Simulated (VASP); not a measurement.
# Al14CN16 (a cell with a defect) (C_Al-V_Al) in VASP: notebook, part 2 of 2

VASP 6.6.1. The steps go on from the part before.

### Step 3. Single point, PBE, collinear spin

The input, INCAR:

```
PREC = Accurate ; ENCUT = 520
EDIFF = 1E-6 ; ISMEAR = 0
SIGMA = 0.01 ; LREAL = Auto
LASPH = T ; NELM = 150
ALGO = Normal ; ISIF = 2
LWAVE = F ; LCHARG = F
ISPIN = 2 ; MAGMOM = 0.01 0.1 0.19 0.02 0.29 0.33 0.01 0.03 0 0.44 0.01 0.03 0 0.01 0.02 0 0 0 0 0 0 0 0 0 0 0 0 0 0 0 0
LORBIT = 11 ; NUPDOWN = 2.0
GGA = PE ; NBANDS = 88
```

The input, KPOINTS:

```
Automatic mesh
0
Gamma
  1 1 1
  0.25 0.25 0.25
```

The input, POSCAR:

```
Al14CN16
1.0
    6.2595139102      0.0000000601      0.0000000000
   -3.1297570100      5.4208980298      0.0000000000
    0.0000000000      0.0000000000     10.0348065900
C N Al
1 16 14
Direct
    0.3855707494      0.1141777237      0.2660966526
    0.3677334716      0.1331877984      0.3981675334
    0.1397163593      0.3568532437      0.1813572990
    0.3239614161      0.1750435199      0.9385882457
    0.1612154193      0.3402226469      0.7020453557
    0.3429120532      0.6809412620      0.4421872369
    0.2128642038      0.8851701494      0.1983605655
    0.3306235857      0.6796674761      0.9397519324
    0.1643657991      0.8418523740      0.6869067922
    0.8014300595      0.1467329205      0.4395724306
    0.6131104536      0.2872177064      0.1975201627
    0.8201949831      0.1688918833      0.9396969966
    0.6588303708      0.3362920090      0.6869135187
    0.8335202783      0.6677468439      0.4391367147
    0.6693006728      0.8267040169      0.1894126809
    0.8326369576      0.6668568798      0.9494542883
    0.6665691071      0.8336486490      0.6956836223
    0.3251491871      0.1749135373      0.7475091820
    0.1572493650      0.3421704913      0.9967606696
    0.3390941823      0.6568950518      0.2584530817
    0.1633260963      0.8237070275      0.4982608300
    0.3286707717      0.6720879630      0.7472108051
    0.1748163388      0.8497818839      1.0026221826
    0.8370017858      0.1575712282      0.2553591292
    0.6732867093      0.3392432363      0.4987313318
    0.8282781140      0.1713162423      0.7468616046
    0.6494407285      0.3248575427      1.0020792447
    0.8322246400      0.6680431455      0.2542516330
    0.6629273576      0.8263399286      0.5070573740
    0.8317910347      0.6692338243      0.7538696020
    0.6627543644      0.8359587860      0.9998716068
```

Potentials or basis: VASP PAW PBE potentials, release 64 (C, N, Al).

Command:

```console
$ cat potpaw_PBE.64/C/POTCAR potpaw_PBE.64/N/POTCAR potpaw_PBE.64/Al/POTCAR > POTCAR
$ mpirun -np 1 vasp_std > vasp.out
```

OUTCAR:

```text
PREC = Accurate
   ENCUT = 520
   EDIFF = 1E-6
   ISMEAR = 0
   LREAL = Auto
   LASPH = T
   NELM = 150
   ISIF = 2
   ISPIN = 2
   LORBIT = 11
   NUPDOWN = 2.0
   GGA = PE

 ion  position               nearest neighbor table
   1  0.386  0.114  0.266-   2 1.34  11 1.46   7 1.46  24 2.70
   2  0.368  0.133  0.398-   1 1.34  25 1.97  21 1.98
   3  0.140  0.357  0.181-  24 1.83  20 1.83  19 1.86
   4  0.324  0.175  0.939-  27 1.88  23 1.88  19 1.90  18 1.92
   5  0.161  0.340  0.702-  18 1.84  22 1.86  26 1.86
   6  0.343  0.681  0.442-  21 1.84  20 1.85  29 1.86
   7  0.213  0.885  0.198-   1 1.46  23 1.98  20 2.04  28 2.14
   8  0.331  0.680  0.940-  23 1.88  31 1.90  19 1.92  22 1.93
   9  0.164  0.842  0.687-  21 1.90  18 1.91  22 1.91  30 1.92
  10  0.801  0.147  0.440-  25 1.85  24 1.86  29 1.87
  11  0.613  0.287  0.198-   1 1.46  27 1.97  24 2.02  28 2.15
  12  0.820  0.169  0.940-  27 1.88  31 1.90  19 1.91  26 1.94
  13  0.659  0.336  0.687-  25 1.89  18 1.91  26 1.91  30 1.93
  14  0.834  0.668  0.439-  28 1.86  25 1.88  21 1.88  29 1.91
  15  0.669  0.827  0.189-  28 1.86  31 1.90  24 1.91  20 1.92
  16  0.833  0.667  0.949-  31 1.91  27 1.93  23 1.93  30 1.96
  17  0.667  0.834  0.696-  30 1.88  29 1.89  26 1.90  22 1.90
[... 10 lines left out ...]
  23  0.175  0.850  0.003-   8 1.88   4 1.88  16 1.93   7 1.98  27 2.97  31 3.10  18 3.11  30 3.11
                            19 3.12  22 3.13  28 3.14  19 3.14  31 3.16  20 3.22  27 3.29
  24  0.837  0.158  0.255-   3 1.83  10 1.86  15 1.91  11 2.02   1 2.70  28 3.05  25 3.08  29 3.10
                            31 3.10  20 3.13  19 3.13  20 3.13  27 3.19  28 3.21
  25  0.673  0.339  0.499-  10 1.85  14 1.88  13 1.89   2 1.97  28 3.03  26 3.04  21 3.05  24 3.08
                            29 3.08  30 3.12  18 3.13  29 3.18  21 3.21
  26  0.828  0.171  0.747-   5 1.86  17 1.90  13 1.91  12 1.94  25 3.04  29 3.05  19 3.08  18 3.10
                            30 3.11  31 3.12  22 3.13  27 3.13  22 3.13  30 3.15  18 3.16
  27  0.649  0.325  0.002-   4 1.88  12 1.88  16 1.93  11 1.97  23 2.97  18 3.10  31 3.10  30 3.11
                            19 3.13  26 3.13  19 3.14  28 3.14  31 3.16  24 3.19  23 3.29
  28  0.832  0.668  0.254-  14 1.86  15 1.86   7 2.14  11 2.15  25 3.03  21 3.04  24 3.05  20 3.05
                            29 3.10  23 3.14  31 3.14  27 3.14  20 3.21  24 3.21
[... 729 lines left out ...]
      3      -9.2905      1.00000
      4      -9.0082      1.00000
      5      -8.6791      1.00000
      6      -8.5595      1.00000
[... 457 lines left out ...]
     74      11.9815      0.00000
     75      12.1505      0.00000
 [bands above 75 left out]

------------------------ aborting loop because EDIFF is reached ----------------------------------------

  FORCE on cell =-STRESS in cart. coord.  units (eV):
  Direction    XX          YY          ZZ          XY          YZ          ZX
  --------------------------------------------------------------------------------------
  -------------------------------------------------------------------------------------
  Total       -2.3963220     -9.8423921     -1.7207694     -6.3181009      0.7865787     -0.1384140
  in kB      -11.2754763    -46.3116644     -8.0967812    -29.7287252      3.7011093     -0.6512829
  external PRESSURE =     -21.8946406 kB  Pullay stress =       0.0000000 kB

 VOLUME and BASIS-vectors are now :
 -----------------------------------------------------------------------------
  energy-cutoff  :      520.00
  volume of cell :      340.50
      direct lattice vectors                 reciprocal lattice vectors
     6.259513910  0.000000060  0.000000000     0.159756813  0.092235641  0.000000000
    -3.129757010  5.420898030  0.000000000    -0.000000002  0.184471279  0.000000000
     0.000000000  0.000000000 10.034806590     0.000000000  0.000000000  0.099653141

 POSITION                                       TOTAL-FORCE (eV/Angst)
 -----------------------------------------------------------------------------------
      2.05614      0.61895      2.67023        -0.071273      0.013342      0.036693
      1.88499      0.72200      3.99553         0.031067     -0.122381      0.113957
     -0.24231      1.93447      1.81989        -0.244193      0.149672      0.149779
      1.48000      0.94889      9.41855         0.090110     -0.044704     -0.142264
     -0.05568      1.84431      7.04489        -0.228364      0.080488     -0.001344
      0.01528      3.69131      4.43726         0.156019     -0.031839     -0.012452
[... 23 lines left out ...]
      3.11207      3.62785      7.56494         0.129494     -0.082732      0.044715
      1.53217      4.53165     10.03352        -0.104564      0.057209      0.038851
 -----------------------------------------------------------------------------------
    total drift:                                0.001587      0.007430     -0.010812

  FREE ENERGIE OF THE ION-ELECTRON SYSTEM (eV)
  ---------------------------------------------------
  free  energy   TOTEN  =      -229.5691919801 eV

  energy  without entropy=     -229.5691919801  energy(sigma->0) =     -229.56919198

 total charge

# of ion       s       p       d       tot
------------------------------------------
    1        0.834   1.569   0.000   2.403
    2        1.245   2.597   0.000   3.842
    3        1.244   2.551   0.000   3.795
    4        1.231   2.618   0.000   3.850
    5        1.253   2.511   0.000   3.764
    6        1.254   2.512   0.000   3.766
[... 23 lines left out ...]
   30        0.370   0.415   0.000   0.785
   31        0.374   0.429   0.000   0.803
--------------------------------------------------
tot         25.838  48.831   0.000  74.669

 magnetization (x)

# of ion       s       p       d       tot
------------------------------------------
    1       -0.000   0.008   0.000   0.008
    2        0.003   0.104   0.000   0.107
    3        0.005   0.123   0.000   0.128
    4        0.001   0.022   0.000   0.023
    5        0.013   0.267   0.000   0.279
    6        0.013   0.331   0.000   0.344
[... 23 lines left out ...]
   30        0.000   0.000   0.000   0.000
   31       -0.000   0.001   0.000   0.000
--------------------------------------------------
tot          0.037   1.316   0.000   1.353
```

OSZICAR:

```text
N       E                     dE             d eps       ncg     rms          rms(c)
DAV:   1     0.543775162166E+03    0.54378E+03   -0.58744E+04  2112   0.129E+03
DAV:   2    -0.205420580748E+03   -0.74920E+03   -0.71921E+03  2664   0.268E+02
DAV:   3    -0.260804409312E+03   -0.55384E+02   -0.54859E+02  2592   0.764E+01
[... 11 lines left out ...]
DAV:  15    -0.229569175284E+03   -0.13222E-04   -0.13577E-03  2792   0.115E-01    0.516E-02
DAV:  16    -0.229569188092E+03   -0.12808E-04   -0.18614E-04  2608   0.488E-02    0.269E-02
DAV:  17    -0.229569191053E+03   -0.29608E-05   -0.51872E-05  2616   0.212E-02    0.188E-02
DAV:  18    -0.229569191682E+03   -0.62858E-06   -0.15729E-05  2664   0.127E-02    0.107E-02
DAV:  19    -0.229569191980E+03   -0.29856E-06   -0.76224E-06  2344   0.888E-03
   1 F= -.22956919E+03 E0= -.22956919E+03  d E =-.182542E-13  mag=     2.0000
```

stdout:

```text
POSCAR found type information on POSCAR C N Al
 POSCAR found :  3 types and      31 ions
 scaLAPACK will be used
 LDA part: xc-table for (Slater+PW92), standard interpolation
 POSCAR, INCAR and KPOINTS ok, starting setup
 FFT: planning ... GRIDC
 FFT: planning ... GRID_SOFT
 FFT: planning ... GRID
 WAVECAR not read
 entering main loop
```

Wall time 7.2 min (1 thread of Intel Xeon 6975P-C (Granite Rapids), shared host); peak memory 0.7 GiB.

What came out:

```yaml
Free_energy: -229.5692 eV
Pressure: -2.2 GPa
Largest_force: 0.393 eV/Å
Net_moment: 2.00 μB per cell
Site_moments: C +0.01; N +0.11, +0.13, +0.02, +0.28, +0.34, +0.01, +0.03, -0.00, +0.40, +0.00; Al -0.00, +0.00, -0.01 μB
Valence_electrons_inside_the_program's_atomic_spheres: C 2.40; N 3.84, 3.79, 3.85, 3.76, 3.77, 3.83, 3.75, 3.87, 3.80; Al 0.81, 0.80, 0.79, 0.75, 0.82
```

Forces on the atoms (eV/Å):
```
C   -0.071  0.013  0.037
N    0.031 -0.122  0.114
N   -0.244  0.150  0.150
N    0.090 -0.045 -0.142
N   -0.228  0.080 -0.001
N    0.156 -0.032 -0.012
N   -0.294 -0.228 -0.013
N    0.182 -0.155 -0.121
N   -0.129  0.048  0.036
N    0.216 -0.055  0.014
N    0.063  0.336 -0.021
N    0.178 -0.112 -0.137
N   -0.141  0.110  0.084
N    0.069 -0.098  0.083
N   -0.072  0.035  0.093
N    0.203 -0.098 -0.060
N   -0.164  0.062 -0.167
Al   0.277 -0.154  0.059
Al  -0.162  0.105  0.198
Al   0.047 -0.120 -0.352
Al  -0.207  0.325 -0.081
Al   0.115  0.107  0.105
Al  -0.127  0.012  0.133
Al   0.134  0.017 -0.116
Al  -0.196 -0.137 -0.159
Al  -0.015 -0.134  0.074
Al  -0.072  0.097  0.126
Al   0.124 -0.071 -0.132
Al   0.211  0.088  0.127
Al   0.129 -0.083  0.045
Al  -0.105  0.057  0.039
```

Caveat: the k points lie up to 1.16 Å⁻¹ apart; the total moment is fixed, so each spin has its own Fermi level.
